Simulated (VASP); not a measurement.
# GaP (F-43m) in VASP: G0W0 quasiparticle levels with PBE

Aim: the G0W0 quasiparticle levels of GaP with PBE.

Everything below comes from runs of VASP 6.6.1. Logs are shortened: lines on timing, memory, paths and dates and some standing lists are left out, and cuts for length are marked.

### Step 1. The cell of the first run

Symmetry: F-43m, No. 216, cubic system. The conventional cell has a = 5.451 Å, b = 5.451 Å, c = 5.451 Å, α = 90.00°, β = 90.00°, γ = 90.00°. Ga (site symmetry -43m) has 4 P at 2.36 Å within 3.1 Å. P (site symmetry -43m) has 4 Ga at 2.36 Å within 3.1 Å.

### Step 2. G0W0 quasiparticle levels, PBE

The input, POSCAR:

```
GaP
1.0
    0.0000000000      2.7253992874      2.7253992874
    2.7253992874      0.0000000000      2.7253992874
    2.7253992874      2.7253992874      0.0000000000
Ga P
1 1
Direct
    0.0000000000      0.0000000000      0.0000000000
    0.2500000000      0.2500000000      0.2500000000
```

The input, INCAR.step1:

```
ALGO = Normal ; EDIFF = 1E-8
ENCUT = 500 ; GGA = PE
ISMEAR = 0 ; LASPH = True
LCHARG = False ; LREAL = False
LWAVE = True ; NELM = 60
PREC = Accurate ; SIGMA = 0.01
```

The input, INCAR.step2:

```
ALGO = Exact ; EDIFF = 1E-8
ENCUT = 500 ; GGA = PE
ISMEAR = 0 ; ISTART = 1
LASPH = True ; LCHARG = False
LOPTICS = True ; LREAL = False
LWAVE = True ; NBANDS = 177
NELM = 1 ; PREC = Accurate
SIGMA = 0.01
```

The input, INCAR.step3:

```
ALGO = EVGW0 ; EDIFF = 1E-8
ENCUT = 500 ; ENCUTGW = 150.0
GGA = PE ; ISMEAR = 0
ISTART = 1 ; LASPH = True
LCHARG = False ; LREAL = False
LWAVE = False ; NBANDS = 177
NBANDSGW = 17 ; NELMGW = 1
NOMEGA = 96 ; OMEGAMAX = 20
PREC = Accurate ; PRECFOCK = Fast
SIGMA = 0.01
```

The input, KPOINTS:

```
k-points
0
Gamma
  4 4 4
```

Potentials or basis: VASP PAW PBE potentials, release 64 (Ga_d_GW, P_GW).

On the command line:

```console
> cat potpaw_PBE.64/Ga_d_GW/POTCAR potpaw_PBE.64/P_GW/POTCAR > POTCAR
> cp INCAR.step1 INCAR
> mpirun -np 1 vasp_std > vasp.out
> cp INCAR.step2 INCAR
> mpirun -np 1 vasp_std > vasp.out
> cp INCAR.step3 INCAR
> mpirun -np 1 vasp_std > vasp.out
```

OUTCAR:

```text
EDIFF = 1E-8
   ENCUT = 500
   ENCUTGW = 150.0
   GGA = PE
   ISMEAR = 0
   ISTART = 1
   LASPH = True
   LREAL = False
   NELMGW = 1
   PREC = Accurate
   PRECFOCK = Fast

 ion  position               nearest neighbor table
   1  0.000  0.000  0.000-   2 2.36   2 2.36   2 2.36   2 2.36
   2  0.250  0.250  0.250-   1 2.36   1 2.36   1 2.36   1 2.36

  LATTYP: Found a face centered cubic cell.
 ALAT       =     5.4507985748

  Lattice vectors:

 A1 = (   0.0000000000,   2.7253992874,   2.7253992874)
 A2 = (   2.7253992874,   0.0000000000,   2.7253992874)
 A3 = (   2.7253992874,   2.7253992874,   0.0000000000)

Analysis of symmetry for initial positions (statically):
=====================================================================
 Subroutine PRICEL returns:
 Original cell was already a primitive cell.

 Routine SETGRP: Setting up the symmetry group for a
 face centered cubic supercell.

 Subroutine GETGRP returns: Found 24 space group operations
 (whereof 24 operations were pure point group operations)
 out of a pool of 48 trial point group operations.

The static configuration has the point symmetry T_d .

Analysis of symmetry for dynamics (positions and initial velocities):
=====================================================================
 Subroutine PRICEL returns:
 Original cell was already a primitive cell.

 Routine SETGRP: Setting up the symmetry group for a
 face centered cubic supercell.

 Subroutine GETGRP returns: Found 24 space group operations
 (whereof 24 operations were pure point group operations)
 out of a pool of 48 trial point group operations.

The dynamic configuration has the point symmetry T_d .

 Subroutine INISYM returns: Found 24 space group operations
 (whereof 24 operations are pure point group operations),
 and found     1 'primitive' translations

----------------------------------------------------------------------------------------

                                     Primitive cell

  volume of cell :      40.4874

  direct lattice vectors                    reciprocal lattice vectors
     0.000000000  2.725399287  2.725399287    -0.183459357  0.183459357  0.183459357
     2.725399287  0.000000000  2.725399287     0.183459357 -0.183459357  0.183459357
     2.725399287  2.725399287  0.000000000     0.183459357  0.183459357 -0.183459357

  length of vectors
     3.854296635  3.854296635  3.854296635     0.317760927  0.317760927  0.317760927

  position of ions in fractional coordinates (direct lattice)
     0.000000000  0.000000000  0.000000000
     0.250000000  0.250000000  0.250000000

  ion indices of the primitive-cell ions
   primitive index   ion index
                 1           1
                 2           2

----------------------------------------------------------------------------------------

 KPOINTS: k-points

Automatic generation of k-mesh.
 Grid dimensions read from file:
 generate k-points for:    4    4    4

 Generating k-lattice:

  Cartesian coordinates                     Fractional coordinates (reciprocal lattice)
    -0.045864839  0.045864839  0.045864839     0.250000000  0.000000000  0.000000000
     0.045864839 -0.045864839  0.045864839     0.000000000  0.250000000  0.000000000
     0.045864839  0.045864839 -0.045864839     0.000000000  0.000000000  0.250000000

  Length of vectors
     0.079440232  0.079440232  0.079440232

  Shift w.r.t. Gamma in fractional coordinates (k-lattice)
     0.000000000  0.000000000  0.000000000

 Subroutine IBZKPT returns following result:
 ===========================================

 Found      8 irreducible k-points:

 Following reciprocal coordinates:
            Coordinates               Weight
  0.000000  0.000000  0.000000      1.000000
  0.250000  0.000000  0.000000      8.000000
  0.500000  0.000000  0.000000      4.000000
  0.250000  0.250000  0.000000      6.000000
  0.500000  0.250000  0.000000     24.000000
 -0.250000  0.250000  0.000000     12.000000
  0.500000  0.500000  0.000000      3.000000
 -0.250000  0.500000  0.250000      6.000000
   k-points           NKPTS =      8   k-points in BZ     NKDIM =     64   number of bands    NBANDS=    177
   number of dos      NEDOS =    301   number of ions     NIONS =      2
   total plane-waves  NPLWV =  21952
   dimension x,y,z NGX =    28 NGY =   28 NGZ =   28
   dimension x,y,z NGXF=    56 NGYF=   56 NGZF=   56
   ions per type =               1   1
   NGX,Y,Z   is equivalent  to a cutoff of  12.08, 12.08, 12.08 a.u.
   NGXF,Y,Z  is equivalent  to a cutoff of  24.15, 24.15, 24.15 a.u.
 SYSTEM =  unknown system
   PREC   = accura    normal or accurate (medium, high low for compatibility)
   ISTART =      1    job   : 0-new  1-cont  2-samecut
   ICHARG =      0    charge: 1-file 2-atom 10-const
   ISPIN  =      1    spin polarized calculation?
   LNONCOLLINEAR =      F non collinear calculations
   LSORBIT =      F    spin-orbit coupling
   LASPH  =      T    aspherical Exc in radial PAW
   ENCUT  =  500.0 eV  36.75 Ry    6.06 a.u.   7.03  7.03  7.03*2*pi/ulx,y,z
   NELM   =     60;   NELMIN=  2; NELMDL=  0     # of ELM steps
   EDIFF  = 0.1E-07   stopping-criterion for ELM
   LREAL  =      F    real-space projection
   EDIFFG = 0.1E-06   stopping-criterion for IOM
   NSW    =      0    number of steps for IOM
   IBRION =     -1    ionic relax: 0-MD 1-quasi-New 2-CG
   NFREE  =      0    steps in history (QN), initial steepest desc. (CG)
   ISIF   =      0    stress and relaxation
   ISYM   =      3    0-nonsym 1-usesym 2-fastsym
   POTIM  = 0.5000    time-step for ionic-motion
   TEBEG  =    0.0;   TEEND  =   0.0 temperature during run
   PSTRESS=    0.0 pullay stress
   NELECT =      18.0000    total number of electrons
   NUPDOWN=      -1.0000    fix difference up-down
   EMIN   =  10.00;   EMAX   =-10.00  energy-range for DOS
   EFERMI =   0.00;   METHOD = LEGACY
   ISMEAR =     0;   SIGMA  =   0.01  broadening in eV -4-tet -1-fermi 0-gaus
   EFERMI_NEDOS =   21; number of points for ismear=-14 and -15
   IALGO  =     38    algorithm
   IMIX   =      4    mixing-type and parameters
     AMIX     =   0.40;   BMIX     =  1.00
     AMIX_MAG =   1.60;   BMIX_MAG =  1.00
  volume/ion in A,a.u.               =      20.24       136.61
  Fermi-wavevector in a.u.,A,eV,Ry     =   1.249469  2.361154 21.241050  1.561173
  Thomas-Fermi vector in A             =   2.383508
   LORBIT       =      0    0 simple, 1 ext, 2 COOP (PROOUT), +10 PAW based schemes
   GGA     = PE    functional components
   LHFCALC =     T    Hartree Fock is set to
   PRECFOCK=fast      Normal, Fast or Accurate (Low or Medium for compatibility)
   ENCUT4O =  -1.0   cutoff for four orbital integrals eV
   NKREDX  =     1    reduce k-point grid by
   NKREDY  =     1    reduce k-point grid by
   NKREDZ  =     1    reduce k-point grid by
   AEXX    =    1.0000 exact exchange contribution
   HFSCREEN=    0.0000 screening length (either q_TF or 0.3 A-1)
   HFSCREENC=   0.0000 screening length for correlation (either q_TF or 0.3 A-1)
   ENCUTFOCK=  -1.0 apply spherical cutoff to Coloumb kernel
   IVDW    =     0    specifies the selected vdW correction
   LEPSILON=     F    determine dielectric tensor
   LRPA    =     F    only Hartree local field effects (RPA)
   LRPAFORCE           =     F    calculate RPA forces
   ENCUTGW             = 150.0    cutoff for response function in eV
   ENCUTGWSOFT         = 120.0    soft cutoff for Coulomb kernel in GW response function in eV
   ENCUTLF             =  -1.0    cutoff for local field effects
   NELMGW              =     1    number of iterations in solving QP/BSE equation
   NELMHF              =     1    number of iterations in the inner HF iteration
   NKREDLFX            =     1    NKREDLFY  =   1   NKREDLFZ  =   1
 non-spin polarized calculation
 Gauss-broadening in eV      SIGMA  =   0.01
  energy-cutoff  :      500.00
  volume of cell :       40.49
 maximum number of plane-waves:      1056
  NGX = 16; NGY = 16; NGZ = 16
   NGX = 13   NGY = 13   NGZ = 13
 maximum number of plane-waves:       176

 QP shifts <psi_nk| G(iteration)W_0 |psi_nk>: iteration 1
 for sc-GW calculations column KS-energies equals QP-energies in previous step
 and V_xc(KS)=  KS-energies - (<T + V_ion + V_H > + <T+V_H+V_ion>^1  + <V_x>^1)

 k-point   1 :       0.0000    0.0000    0.0000
  band No.  KS-energies  QP-energies   sigma(KS)   V_xc(KS)     V^pw_x(r,r')   Z            occupation Imag(sigma)

      1     -10.1884     -12.5335     -25.1007     -21.6816     -35.0056       0.6859       2.0000       0.1724
      2     -10.1884     -12.5335     -25.1007     -21.6816     -35.0056       0.6859       2.0000       0.1724
      3     -10.1884     -12.5335     -25.1007     -21.6816     -35.0056       0.6859       2.0000       0.1724
      4     -10.0904     -12.4688     -25.2616     -21.8041     -35.1390       0.6879       2.0000       0.1407
      5     -10.0904     -12.4688     -25.2616     -21.8041     -35.1390       0.6879       2.0000       0.1407
      6      -8.0954      -8.6129     -12.1684     -11.3612     -18.6674       0.6411       2.0000       0.9622
[... 9 lines left out ...]
     16      14.1087      14.3110     -10.5580     -10.8308      -5.0048       0.7416       0.0000      -0.2404
     17      16.8211      16.6488      -8.4531      -8.2234      -2.4418       0.7502       0.0000      -0.4649

 k-point   2 :       0.2500    0.0000    0.0000
  band No.  KS-energies  QP-energies   sigma(KS)   V_xc(KS)     V^pw_x(r,r')   Z            occupation Imag(sigma)

      1     -10.2316     -12.5268     -24.8154     -21.4601     -34.6777       0.6841       2.0000       0.1914
      2     -10.1741     -12.5212     -25.1312     -21.7088     -35.0393       0.6858       2.0000       0.1705
      3     -10.1741     -12.5212     -25.1312     -21.7088     -35.0393       0.6858       2.0000       0.1705
      4     -10.0896     -12.4704     -25.2621     -21.8062     -35.1436       0.6889       2.0000       0.1404
      5     -10.0896     -12.4704     -25.2621     -21.8062     -35.1436       0.6889       2.0000       0.1404
      6      -7.3198      -7.8828     -12.5626     -11.7327     -18.8630       0.6784       2.0000       0.9116
[... 9 lines left out ...]
     16      14.3144      14.1259      -8.1538      -7.9047      -2.4757       0.7564       0.0000      -0.3139
     17      17.4791      17.4236      -9.1491      -9.0747      -2.9312       0.7464       0.0000      -0.5322

 k-point   3 :       0.5000    0.0000    0.0000
  band No.  KS-energies  QP-energies   sigma(KS)   V_xc(KS)     V^pw_x(r,r')   Z            occupation Imag(sigma)
[... 85 lines left out ...]
      1     -10.3043     -12.5526     -24.6104     -21.3051     -34.4546       0.6802       2.0000       0.2074
      2     -10.1263     -12.4800     -25.1378     -21.6999     -34.9982       0.6846       2.0000       0.1470
      3     -10.1242     -12.4996     -25.2482     -21.8133     -35.1754       0.6915       2.0000       0.1667
      4     -10.1242     -12.4996     -25.2482     -21.8133     -35.1754       0.6915       2.0000       0.1667
      5     -10.0692     -12.4610     -25.2985     -21.8450     -35.1948       0.6926       2.0000       0.1382
      6      -5.1227      -5.6591     -13.4573     -12.6749     -19.1286       0.6857       2.0000       0.6547
[... 9 lines left out ...]
     16      17.2922      17.3912     -10.9422     -11.0734      -4.6428       0.7545       0.0000      -0.5502
     17      17.2922      17.3912     -10.9422     -11.0734      -4.6428       0.7545       0.0000      -0.5502

 k-point   8 :      -0.2500    0.5000    0.2500
  band No.  KS-energies  QP-energies   sigma(KS)   V_xc(KS)     V^pw_x(r,r')   Z            occupation Imag(sigma)

      1     -10.2852     -12.5287     -24.6220     -21.3227     -34.4732       0.6800       2.0000       0.2082
      2     -10.1508     -12.5156     -25.1910     -21.7573     -35.1036       0.6887       2.0000       0.1656
      3     -10.1297     -12.4932     -25.2064     -21.7755     -35.1210       0.6889       2.0000       0.1641
      4     -10.1058     -12.4739     -25.2266     -21.7779     -35.1081       0.6867       2.0000       0.1441
      5     -10.0821     -12.4614     -25.2662     -21.8144     -35.1538       0.6893       2.0000       0.1391
      6      -5.0301      -5.5805     -13.6480     -12.8510     -19.3210       0.6906       2.0000       0.6402
[... 9 lines left out ...]
     16      18.0434      18.2820     -10.8739     -11.1972      -4.0444       0.7380       0.0000      -0.6448
     17      18.2366      18.2452     -10.2156     -10.2271      -3.7256       0.7485       0.0000      -0.6383
```

Run time: 99 s. Hardware: 1 thread of Intel Xeon 6975P-C (Granite Rapids), shared host; peak memory 0.45 GiB.

Results:

| Property | Result |
| --- | --- |
| Quasiparticle gap | 2.12 eV |
| Least direct quasiparticle gap | 2.71 eV |
| Band gap of the starting levels on the mesh | 1.63 eV |
| Least direct gap of the starting levels on the mesh | 1.81 eV |

Caveat: the k points lie up to 0.50 Å⁻¹ apart; bands, screening cutoff and mesh are small and nothing is extrapolated, so the quasiparticle values aren't converged.
